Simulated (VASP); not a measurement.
KI, 2 atoms in the cell. Symmetry: P4/mmm, No. 123, tetragonal system. The conventional cell has a = 4.291 Å, b = 4.291 Å, c = 4.228 Å, α = 90.00°, β = 90.00°, γ = 90.00°. K (site symmetry 4/mmm) has 8 I at 3.70 Å and 6 K at 4.23 to 4.29 Å within 4.9 Å. Within 4.9 Å of I (site symmetry 4/mmm) lie 8 K at 3.70 Å and 6 I at 4.23 to 4.29 Å.  This cell differs from its parent crystal: uniaxial x strain -1.5%.

| Property | Result |
| --- | --- |
| Program | VASP 6.6.1 |
| Task | single point |
| Functional | HSE06 |
| Potentials or basis | VASP PAW PBE potentials, release 64 (K_sv, I) |
| Cutoff | 400 eV |
| k mesh | 4 × 4 × 4 |
| Occupations | gaussian, width 0.01 eV |
| Spin | no spin polarisation |
| Dipole correction | no |
| Grid for exact exchange (PRECFOCK) | Normal |
| Further INCAR settings | ALGO = Normal; EDIFF = 1e-06; NBANDS = 15 |
| Share of exact exchange | 0.25 |
| Screening parameter | 0.2079 1/Å |

Potentials or basis: VASP PAW PBE potentials, release 64 (K_sv, I).

The run is started by

```bash
$ cat potpaw_PBE.64/K_sv/POTCAR potpaw_PBE.64/I/POTCAR > POTCAR
$ cp INCAR.step1 INCAR
$ mpirun -np 1 vasp_std > vasp.out
$ cp INCAR.step2 INCAR
$ mpirun -np 1 vasp_std > vasp.out
```

Hardware: 1 thread of Intel Xeon 8259CL, on a shared host.

**Question.** How long does it take, and how much memory?

**Answer.** It took 19 min on 1 thread of Intel Xeon 8259CL (shared host), peak memory 0.28 GiB. Counts: k points 18.
